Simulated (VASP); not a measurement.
# Bi2Te3 (R-3m) in VASP: further runs, part 2 of 2

VASP 6.6.1. Earlier steps stand in the parts before.

## 4. Single point, PBE

File INCAR:

```
  ALGO = Normal
  EDIFF = 1E-6
  ENCUT = 500
  GGA = PE
  GGA_COMPAT = False
  ISIF = 2
  ISMEAR = 0
  LASPH = True
  LCHARG = True
  LELF = True
  LREAL = False
  LVHAR = True
  LWAVE = False
  NBANDS = 32
  NELM = 120
  PREC = Accurate
  SIGMA = 0.01
```

File KPOINTS:

```
k-points
0
Gamma
  6 6 6
```

File POSCAR:

```
Bi2Te3
1.0
    2.1930000000      1.2661291403     10.1656666667
   -2.1930000000      1.2661291403     10.1656666667
    0.0000000000     -2.5322582807     10.1656666667
Bi Te
2 3
Direct
    0.3999999967      0.3999999967      0.3999999967
    0.6000000033      0.6000000033      0.6000000033
    0.0000000000      0.0000000000      0.0000000000
    0.2095000033      0.2095000033      0.2095000033
    0.7904999967      0.7904999967      0.7904999967
```

Potentials or basis: VASP PAW PBE potentials, release 64 (Bi_d, Te).

Run with:

```
$ cat potpaw_PBE.64/Bi_d/POTCAR potpaw_PBE.64/Te/POTCAR > POTCAR
$ mpirun -np 1 vasp_std > vasp.out
```

OUTCAR:

```text
EDIFF = 1E-6
   ENCUT = 500
   GGA = PE
   ISIF = 2
   ISMEAR = 0
   LASPH = True
   LREAL = False
   NELM = 120
   PREC = Accurate

 ion  position               nearest neighbor table
   1  0.400  0.400  0.400-   5 3.07   5 3.07   5 3.07   3 3.25   3 3.25   3 3.25
   2  0.600  0.600  0.600-   4 3.07   4 3.07   4 3.07   3 3.25   3 3.25   3 3.25
   3  0.000  0.000  0.000-   2 3.25   1 3.25   2 3.25   2 3.25   1 3.25   1 3.25
   4  0.210  0.210  0.210-   2 3.07   2 3.07   2 3.07   5 3.64   5 3.64   5 3.64
   5  0.790  0.790  0.790-   1 3.07   1 3.07   1 3.07   4 3.64   4 3.64   4 3.64

  LATTYP: Found a trigonal (rhomboedric) cell.
 ALAT       =    10.4763118882
 COS(alpha) =     0.9123624111

  Lattice vectors:

 A1 = (   2.1930000000,   1.2661291403,  10.1656666667)
 A2 = (  -2.1930000000,   1.2661291403,  10.1656666667)
 A3 = (   0.0000000000,  -2.5322582807,  10.1656666667)

Analysis of symmetry for initial positions (statically):
=====================================================================
 Subroutine PRICEL returns:
 Original cell was already a primitive cell.

 Routine SETGRP: Setting up the symmetry group for a
 trigonal (rhombohedral) supercell.

 Subroutine GETGRP returns: Found 12 space group operations
 (whereof 12 operations were pure point group operations)
 out of a pool of 12 trial point group operations.

The static configuration has the point symmetry D_3d.

Analysis of symmetry for dynamics (positions and initial velocities):
=====================================================================
 Subroutine PRICEL returns:
 Original cell was already a primitive cell.

 Routine SETGRP: Setting up the symmetry group for a
 trigonal (rhombohedral) supercell.

 Subroutine GETGRP returns: Found 12 space group operations
 (whereof 12 operations were pure point group operations)
 out of a pool of 12 trial point group operations.

The dynamic configuration has the point symmetry D_3d.

 Subroutine INISYM returns: Found 12 space group operations
 (whereof 12 operations are pure point group operations),
 and found     1 'primitive' translations

----------------------------------------------------------------------------------------

                                     Primitive cell

  volume of cell :     169.3572

  direct lattice vectors                    reciprocal lattice vectors
     2.193000000  1.266129140 10.165666667     0.227998176  0.131634808  0.032790111
    -2.193000000  1.266129140 10.165666667    -0.227998176  0.131634808  0.032790111
     0.000000000 -2.532258281 10.165666667     0.000000000 -0.263269617  0.032790111

  length of vectors
    10.476311888 10.476311888 10.476311888     0.265303755  0.265303755  0.265303755

  position of ions in fractional coordinates (direct lattice)
     0.399999997  0.399999997  0.399999997
     0.600000003  0.600000003  0.600000003
     0.000000000  0.000000000  0.000000000
     0.209500003  0.209500003  0.209500003
     0.790499997  0.790499997  0.790499997

  ion indices of the primitive-cell ions
   primitive index   ion index
                 1           1
                 2           2
                 3           3
[... 26 lines left out ...]

 Found     32 irreducible k-points:

 Following reciprocal coordinates:
            Coordinates               Weight
  0.000000  0.000000  0.000000      1.000000
  0.166667 -0.000000  0.000000      6.000000
  0.333333  0.000000  0.000000      6.000000
  0.500000 -0.000000  0.000000      3.000000
  0.166667  0.166667  0.000000      6.000000
  0.333333  0.166667  0.000000     12.000000
[... 16 lines left out ...]
  0.500000  0.500000  0.166667      6.000000
 -0.333333  0.500000  0.166667     12.000000
 [... further k-points ...]
   k-points           NKPTS =     32   k-points in BZ     NKDIM =     32   number of bands    NBANDS=     32
   number of dos      NEDOS =    301   number of ions     NIONS =      5
   total plane-waves  NPLWV = 512000
   dimension x,y,z NGX =    80 NGY =   80 NGZ =   80
   dimension x,y,z NGXF=   160 NGYF=  160 NGZF=  160
   ions per type =               2   3
   NGX,Y,Z   is equivalent  to a cutoff of  12.69, 12.69, 12.69 a.u.
   NGXF,Y,Z  is equivalent  to a cutoff of  25.39, 25.39, 25.39 a.u.
 SYSTEM =  unknown system
   PREC   = accura    normal or accurate (medium, high low for compatibility)
   ISTART =      0    job   : 0-new  1-cont  2-samecut
   ICHARG =      2    charge: 1-file 2-atom 10-const
   ISPIN  =      1    spin polarized calculation?
   LNONCOLLINEAR =      F non collinear calculations
   LSORBIT =      F    spin-orbit coupling
   LASPH  =      T    aspherical Exc in radial PAW
   ENCUT  =  500.0 eV  36.75 Ry    6.06 a.u.  19.10 19.10 19.10*2*pi/ulx,y,z
   NELM   =    120;   NELMIN=  2; NELMDL= -5     # of ELM steps
   EDIFF  = 0.1E-05   stopping-criterion for ELM
   LREAL  =      F    real-space projection
   EDIFFG = 0.1E-04   stopping-criterion for IOM
   NSW    =      0    number of steps for IOM
   IBRION =     -1    ionic relax: 0-MD 1-quasi-New 2-CG
   NFREE  =      0    steps in history (QN), initial steepest desc. (CG)
   ISIF   =      2    stress and relaxation
   ISYM   =      2    0-nonsym 1-usesym 2-fastsym
   POTIM  = 0.5000    time-step for ionic-motion
   TEBEG  =    0.0;   TEEND  =   0.0 temperature during run
   PSTRESS=    0.0 pullay stress
   NELECT =      48.0000    total number of electrons
   NUPDOWN=      -1.0000    fix difference up-down
   EMIN   =  10.00;   EMAX   =-10.00  energy-range for DOS
   EFERMI =   0.00;   METHOD = LEGACY
   ISMEAR =     0;   SIGMA  =   0.01  broadening in eV -4-tet -1-fermi 0-gaus
   EFERMI_NEDOS =   21; number of points for ismear=-14 and -15
   IALGO  =     38    algorithm
   IMIX   =      4    mixing-type and parameters
     AMIX     =   0.40;   BMIX     =  1.00
     AMIX_MAG =   1.60;   BMIX_MAG =  1.00
  volume/ion in A,a.u.               =      33.87       228.58
  Fermi-wavevector in a.u.,A,eV,Ry     =   1.075360  2.032136 15.733774  1.156400
  Thomas-Fermi vector in A             =   2.211215
   LORBIT       =      0    0 simple, 1 ext, 2 COOP (PROOUT), +10 PAW based schemes
   GGA     = PE    functional components
   LHFCALC =     F    Hartree Fock is set to
   AEXX    =    0.0000 exact exchange contribution
   IVDW    =     0    specifies the selected vdW correction
   LEPSILON=     F    determine dielectric tensor
   LRPA    =     F    only Hartree local field effects (RPA)
 non-spin polarized calculation
 Gauss-broadening in eV      SIGMA  =   0.01
  energy-cutoff  :      500.00
  volume of cell :      169.36
 maximum number of plane-waves:      4324
 NGX is ok and might be reduce to    80
   NGX = 39   NGY = 39   NGZ = 39

 number of electron      48.0000004 magnetization

 Free energy of the ion-electron system (eV)
  ---------------------------------------------------
  ext. energy  EPLUGINS =         0.00000000
  ---------------------------------------------------
  free energy    TOTEN  =       -18.33545181 eV

  energy without entropy =      -18.33545181  energy(sigma->0) =      -18.33545181

 E-fermi :   6.3362     XC(G=0):  -9.3291

 val. band max:        6.2234070866   @ k =   0.0000   0.0000   0.0000
 cond. band min:       6.5043518458   @ k =   0.0000   0.0000   0.0000
 fundamental gap:      0.2809447592
 Fermi energy:         6.3362150571

 k-point     1 :       0.0000    0.0000    0.0000
  band No.  band energies     occupation
      1     -16.9963      2.00000
      2     -16.9963      2.00000
      3     -16.9949      2.00000
      4     -16.9949      2.00000
      5     -16.9874      2.00000
      6     -16.9860      2.00000
[... 829 lines left out ...]
     31      10.8995      0.00000
     32      11.5250      0.00000

 [... further k-points ...]

------------------------ aborting loop because EDIFF is reached ----------------------------------------

  FORCE on cell =-STRESS in cart. coord.  units (eV):
  Direction    XX          YY          ZZ          XY          YZ          ZX
  --------------------------------------------------------------------------------------
  -------------------------------------------------------------------------------------
  Total        2.0578633      2.0578633      1.8746888      0.0000000     -0.0000000      0.0000000
  in kB       19.4680905     19.4680905     17.7351974      0.0000000     -0.0000000      0.0000000
  external PRESSURE =      18.8904595 kB  Pullay stress =       0.0000000 kB

 VOLUME and BASIS-vectors are now :
 -----------------------------------------------------------------------------
  energy-cutoff  :      500.00
  volume of cell :      169.36
      direct lattice vectors                 reciprocal lattice vectors
     2.193000000  1.266129140 10.165666667     0.227998176  0.131634808  0.032790111
    -2.193000000  1.266129140 10.165666667    -0.227998176  0.131634808  0.032790111
     0.000000000 -2.532258281 10.165666667     0.000000000 -0.263269617  0.032790111

 POSITION                                       TOTAL-FORCE (eV/Angst)
 -----------------------------------------------------------------------------------
      0.00000     -0.00000     12.19880         0.000000     -0.000000      0.016156
      0.00000     -0.00000     18.29820         0.000000      0.000000     -0.016156
      0.00000      0.00000      0.00000         0.000000      0.000000     -0.000000
      0.00000     -0.00000      6.38912         0.000000     -0.000000      0.024519
      0.00000     -0.00000     24.10788         0.000000      0.000000     -0.024519
 -----------------------------------------------------------------------------------
    total drift:                                0.000000      0.000000     -0.000000

  FREE ENERGIE OF THE ION-ELECTRON SYSTEM (eV)
  ---------------------------------------------------
  free  energy   TOTEN  =       -18.3354518086 eV

  energy  without entropy=      -18.3354518086  energy(sigma->0) =      -18.33545181
```

OSZICAR:

```text
N       E                     dE             d eps       ncg     rms          rms(c)
DAV:   1     0.427984911700E+03    0.42798E+03   -0.21266E+04  2048   0.141E+03
DAV:   2     0.267086425107E+02   -0.40128E+03   -0.38514E+03  2112   0.371E+02
DAV:   3    -0.167586941544E+02   -0.43467E+02   -0.41686E+02  2680   0.135E+02
DAV:   4    -0.185242889171E+02   -0.17656E+01   -0.17579E+01  2360   0.291E+01
DAV:   5    -0.186028741768E+02   -0.78585E-01   -0.78580E-01  2984   0.614E+00    0.763E+00
DAV:   6    -0.183237810350E+02    0.27909E+00   -0.35642E-01  2728   0.462E+00    0.557E+00
DAV:   7    -0.183339843031E+02   -0.10203E-01   -0.21667E-01  2608   0.202E+00    0.123E+00
DAV:   8    -0.183352241976E+02   -0.12399E-02   -0.29542E-02  2280   0.962E-01    0.584E-01
DAV:   9    -0.183350936029E+02    0.13059E-03   -0.24241E-03  2536   0.354E-01    0.347E-01
DAV:  10    -0.183354165068E+02   -0.32290E-03   -0.95736E-04  2192   0.150E-01    0.671E-02
DAV:  11    -0.183354433305E+02   -0.26824E-04   -0.50223E-05  2552   0.415E-02    0.328E-02
DAV:  12    -0.183354501875E+02   -0.68570E-05   -0.15490E-05  2056   0.185E-02    0.157E-02
DAV:  13    -0.183354517924E+02   -0.16049E-05   -0.36908E-06  2024   0.113E-02    0.235E-03
DAV:  14    -0.183354518086E+02   -0.16215E-07   -0.39262E-07  1344   0.470E-03
   1 F= -.18335452E+02 E0= -.18335452E+02  d E =-.141328E-59
```

It took 17 min on 1 thread of Intel Xeon Platinum 8375C at 2.90GHz (Ice Lake), shared host; peak memory 0.92 GiB.

What came out:

| Quantity | Value |
| --- | --- |
| Free energy | -18.3355 eV |
| Pressure | 1.9 GPa |
| Largest force | 0.025 eV/Å |
| Band gap on the k mesh | 0.28 eV |

Forces on the atoms (eV/Å):
```
Bi   0.000  0.000  0.016
Bi   0.000  0.000 -0.016
Te   0.000  0.000  0.000
Te   0.000  0.000  0.025
Te   0.000  0.000 -0.025
```

Caveat: spin-orbit coupling is left out, which moves the levels of the heavy elements. A k mesh can miss the band edges.

## 5. Single point, PBE

File INCAR:

```
SYSTEM = Bi2Te3
PREC = Accurate ; ENCUT = 500
EDIFF = 1E-6 ; ISMEAR = 0
SIGMA = 0.01 ; LREAL = .FALSE.
LASPH = .TRUE. ; NELM = 120
ALGO = Normal ; ISIF = 2
LWAVE = .FALSE. ; LCHARG = .FALSE.
GGA = PE ; NBANDS = 32
GGA_COMPAT = .FALSE.
```

File KPOINTS:

```
Automatic mesh
0
G
  8 8 8
  0 0 0
```

POSCAR is that of step 4.

Potentials or basis: VASP PAW PBE potentials, release 64 (Bi_d, Te).

Run with:

```
$ cat potpaw_PBE.64/Bi_d/POTCAR potpaw_PBE.64/Te/POTCAR > POTCAR
$ mpirun -np 1 vasp_std > vasp.out
```

OUTCAR:

```text
SYSTEM = Bi2Te3
   PREC = Accurate
   ENCUT = 500
   EDIFF = 1E-6
   ISMEAR = 0
   LREAL = .FALSE.
   LASPH = .TRUE.
   NELM = 120
   ISIF = 2
   GGA = PE

 ion  position               nearest neighbor table
   1  0.400  0.400  0.400-   5 3.07   5 3.07   5 3.07   3 3.25   3 3.25   3 3.25
   2  0.600  0.600  0.600-   4 3.07   4 3.07   4 3.07   3 3.25   3 3.25   3 3.25
   3  0.000  0.000  0.000-   2 3.25   1 3.25   2 3.25   2 3.25   1 3.25   1 3.25
   4  0.210  0.210  0.210-   2 3.07   2 3.07   2 3.07   5 3.64   5 3.64   5 3.64
   5  0.790  0.790  0.790-   1 3.07   1 3.07   1 3.07   4 3.64   4 3.64   4 3.64

  LATTYP: Found a trigonal (rhomboedric) cell.
 ALAT       =    10.4763118882
 COS(alpha) =     0.9123624111

  Lattice vectors:

 A1 = (   2.1930000000,   1.2661291403,  10.1656666667)
 A2 = (  -2.1930000000,   1.2661291403,  10.1656666667)
 A3 = (   0.0000000000,  -2.5322582807,  10.1656666667)

Analysis of symmetry for initial positions (statically):
=====================================================================
 Subroutine PRICEL returns:
 Original cell was already a primitive cell.

 Routine SETGRP: Setting up the symmetry group for a
 trigonal (rhombohedral) supercell.

 Subroutine GETGRP returns: Found 12 space group operations
 (whereof 12 operations were pure point group operations)
 out of a pool of 12 trial point group operations.

The static configuration has the point symmetry D_3d.

Analysis of symmetry for dynamics (positions and initial velocities):
=====================================================================
 Subroutine PRICEL returns:
 Original cell was already a primitive cell.

 Routine SETGRP: Setting up the symmetry group for a
 trigonal (rhombohedral) supercell.

 Subroutine GETGRP returns: Found 12 space group operations
 (whereof 12 operations were pure point group operations)
 out of a pool of 12 trial point group operations.

[... 126 lines left out ...]
     AMIX_MAG =   1.60;   BMIX_MAG =  1.00
  volume/ion in A,a.u.               =      33.87       228.58
  Fermi-wavevector in a.u.,A,eV,Ry     =   1.075360  2.032136 15.733774  1.156400
  Thomas-Fermi vector in A             =   2.211215
   LORBIT       =      0    0 simple, 1 ext, 2 COOP (PROOUT), +10 PAW based schemes
   GGA     = PE    functional components
   LHFCALC =     F    Hartree Fock is set to
   AEXX    =    0.0000 exact exchange contribution
   IVDW    =     0    specifies the selected vdW correction
   LEPSILON=     F    determine dielectric tensor
   LRPA    =     F    only Hartree local field effects (RPA)
 non-spin polarized calculation
 Gauss-broadening in eV      SIGMA  =   0.01
  energy-cutoff  :      500.00
  volume of cell :      169.36
 maximum number of plane-waves:      4322
 NGX is ok and might be reduce to    80
   NGX = 39   NGY = 39   NGZ = 39

 number of electron      48.0000004 magnetization

 Free energy of the ion-electron system (eV)
  ---------------------------------------------------
  ext. energy  EPLUGINS =         0.00000000
  ---------------------------------------------------
  free energy    TOTEN  =       -18.33609516 eV

  energy without entropy =      -18.33609516  energy(sigma->0) =      -18.33609516

 E-fermi :   6.3072     XC(G=0):  -9.3290

 val. band max:        6.2250594618   @ k =   0.0000   0.0000   0.0000
 cond. band min:       6.5038462224   @ k =   0.0000   0.0000   0.0000
 fundamental gap:      0.2787867606
 Fermi energy:         6.3072466178

 k-point     1 :       0.0000    0.0000    0.0000
  band No.  band energies     occupation
      1     -16.9943      2.00000
      2     -16.9943      2.00000
      3     -16.9929      2.00000
      4     -16.9929      2.00000
      5     -16.9868      2.00000
      6     -16.9854      2.00000
[... 829 lines left out ...]
     31      10.0980      0.00000
     32      11.5426      0.00000

 [... further k-points ...]

------------------------ aborting loop because EDIFF is reached ----------------------------------------

  FORCE on cell =-STRESS in cart. coord.  units (eV):
  Direction    XX          YY          ZZ          XY          YZ          ZX
  --------------------------------------------------------------------------------------
  -------------------------------------------------------------------------------------
  Total        2.0700654      2.0700654      1.8597025      0.0000000     -0.0000000      0.0000000
  in kB       19.5835261     19.5835261     17.5934210      0.0000000     -0.0000000      0.0000000
  external PRESSURE =      18.9201577 kB  Pullay stress =       0.0000000 kB

 VOLUME and BASIS-vectors are now :
 -----------------------------------------------------------------------------
  energy-cutoff  :      500.00
  volume of cell :      169.36
      direct lattice vectors                 reciprocal lattice vectors
     2.193000000  1.266129140 10.165666667     0.227998176  0.131634808  0.032790111
    -2.193000000  1.266129140 10.165666667    -0.227998176  0.131634808  0.032790111
     0.000000000 -2.532258281 10.165666667     0.000000000 -0.263269617  0.032790111

 POSITION                                       TOTAL-FORCE (eV/Angst)
 -----------------------------------------------------------------------------------
      0.00000     -0.00000     12.19880         0.000000     -0.000000      0.030410
      0.00000     -0.00000     18.29820         0.000000      0.000000     -0.030410
      0.00000      0.00000      0.00000         0.000000      0.000000     -0.000000
      0.00000     -0.00000      6.38912         0.000000     -0.000000      0.033854
      0.00000     -0.00000     24.10788         0.000000      0.000000     -0.033854
 -----------------------------------------------------------------------------------
    total drift:                                0.000000      0.000000     -0.000000

  FREE ENERGIE OF THE ION-ELECTRON SYSTEM (eV)
  ---------------------------------------------------
  free  energy   TOTEN  =       -18.3360951615 eV

  energy  without entropy=      -18.3360951615  energy(sigma->0) =      -18.33609516
```

stdout:

```text
POSCAR found type information on POSCAR BiTe
 POSCAR found :  2 types and       5 ions
 scaLAPACK will be used
 LDA part: xc-table for (Slater+PW92), standard interpolation
 POSCAR, INCAR and KPOINTS ok, starting setup
 FFT: planning ... GRIDC
 FFT: planning ... GRID_SOFT
 FFT: planning ... GRID
 WAVECAR not read
 entering main loop
```

Run time: 36 min. Hardware: 1 thread of Intel Xeon Platinum 8375C at 2.90GHz (Ice Lake), shared host; peak memory 1.1 GiB.

Results:

```yaml
Free_energy: -18.3361 eV
Pressure: 1.9 GPa
Largest_force: 0.034 eV/Å
Band_gap_on_the_k_mesh: 0.28 eV
```

Forces in eV/Å, atoms in the order of the input:
```
Bi   0.000  0.000  0.030
Bi   0.000  0.000 -0.030
Te   0.000  0.000  0.000
Te   0.000  0.000  0.034
Te   0.000  0.000 -0.034
```

Levels at points of the mesh, in eV from the valence-band top:
| k point | band 22 | band 23 | band 24 | band 25 | band 26 | band 27 |
| --- | --- | --- | --- | --- | --- | --- |
| (0.00, 0.00, 0.00) | -0.88 | -0.88 | 0.00 | 0.28 | 0.64 | 0.64 |
| (0.50, 0.00, 0.00) | -2.42 | -0.93 | -0.51 | 0.56 | 1.05 | 2.74 |
| (0.50, 0.50, 0.00) | -1.82 | -1.56 | -0.97 | 0.85 | 1.51 | 2.05 |
| (0.50, 0.50, 0.50) | -1.17 | -1.17 | -0.44 | 0.83 | 1.13 | 1.13 |

Caveat: spin-orbit coupling is left out, which moves the levels of the heavy elements. A k mesh can miss the band edges.

## 6. Overview

```tsv
k mesh	gap on the mesh (eV)	pressure (GPa)	largest force (eV/Å)
2 × 2 × 2	0.26	4.3	0.69
4 × 4 × 4	0.29	1.8	0.05
6 × 6 × 6	0.28	1.9	0.02
8 × 8 × 8	0.28	1.9	0.03
```

Alike in all rows: task single point; level PBE; potentials or basis VASP PAW PBE potentials, release 64 (Bi_d, Te); no spin polarisation; cell as given; cutoff (eV) 500; smearing gaussian 0.01 eV.

Caveats: some runs use coarse meshes; spin-orbit coupling is left out, which moves the levels of the heavy elements.

Total energies depend on the potentials used, so only differences within one code and one set of settings carry meaning.
